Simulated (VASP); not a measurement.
Here is a VASP 6.6.1 calculation.

Contents of INCAR:

```
PREC = Accurate
ENCUT = 520
EDIFF = 1E-7
ISMEAR = 0
SIGMA = 0.15
LREAL = False
LASPH = True
NELM = 100
ALGO = Normal
ISIF = 2
LWAVE = False
LCHARG = False
GGA = PE
NBANDS = 16
```

File KPOINTS:

```
Automatic mesh
0
Gamma
  24 24 22
```

The input POSCAR:

```
WC
1.0
    2.9217716510      0.0000000000      0.0000000000
   -1.4608858255      2.4291153349      0.0000000000
    0.0000000000      0.0000000000      2.8470758829
W C
1 1
Direct
    0.0000000000      0.0000000000      0.0000000000
    0.6666666667      0.3333333333      0.5000000000
```

Potentials or basis: VASP PAW PBE potentials, release 64 (W_sv, C).

The run is started by

```sh
$ cat potpaw_PBE.64/W_sv/POTCAR potpaw_PBE.64/C/POTCAR > POTCAR
$ mpirun -np 1 vasp_std > vasp.out
```

What does it give for the band gap on the k mesh?

Zero (bands 9 and 10 overlap by 1.25 eV).

Estimate the pressure.

18.1 GPa.

What does it give for the largest force?

0.278 eV/Å.

Stress tensor (GPa, compression positive):
```
11.48  0.00  0.00
 0.00 33.66  0.00
 0.00  0.00  9.05
```

Caveat: the cell differs from its parent crystal (strain -0.0400 x Voigt [0, 1, 0, 0, 0, 0]); the stress differs along the axes, from 9 to 34 GPa; spin-orbit coupling is left out, which moves the levels of the heavy elements.
